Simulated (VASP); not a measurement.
Write the native input for VASP 6.6.1 that does the following.

* Task: single point
* Functional: PBE
* Potentials or basis: VASP PAW PBE potentials, release 64 (Te, Pb_d)
* Cutoff: 500 eV
* k mesh: 8 × 8 × 8
* Occupations: gaussian, width 0.02 eV
* Spin: no spin polarisation
* Dipole correction: no
* Further INCAR settings: ALGO = Normal; EDIFF = 1e-06; NBANDS = 17

The structure of TePb lies in POSCAR:

```
TePb
1.0
    0.0000000000      3.2189697194      3.2189697194
    3.2189697194      0.0000000000      3.2189697194
    3.2189697194      3.2189697194      0.0000000000
Te Pb
1 1
Direct
    0.5000000000      0.5000000000      0.5000000000
    0.0000000000      0.0000000000      0.0000000000
```

This cell differs from its parent crystal: volume scaled by 0.94.

One way to write it, as run:

INCAR

```
SYSTEM = TePb
ALGO = Normal
EDIFF = 1E-6
ENCUT = 500
GGA = PE
GGA_COMPAT = .FALSE.
ISIF = 2
ISMEAR = 0
LASPH = .TRUE.
LCHARG = .FALSE.
LREAL = .FALSE.
LWAVE = .FALSE.
NBANDS = 17
NELM = 120
PREC = Accurate
SIGMA = 0.02
```

KPOINTS

```
k-points
0
G
  8 8 8
  0 0 0
```

Potentials or basis: VASP PAW PBE potentials, release 64 (Te, Pb_d).

Command:

```console
$ cat potpaw_PBE.64/Te/POTCAR potpaw_PBE.64/Pb_d/POTCAR > POTCAR
$ mpirun -np 1 vasp_std > vasp.out
```

It gave:

The pressure is 2.6 GPa and the band gap on the k mesh is 0.71 eV, direct.

Caveat: spin-orbit coupling is left out, which moves the levels of the heavy elements.

It took 25 s on 1 thread of Intel(R) Xeon(R) Platinum 8488C (Sapphire Rapids), on a shared host, peak memory 0.21 GiB.
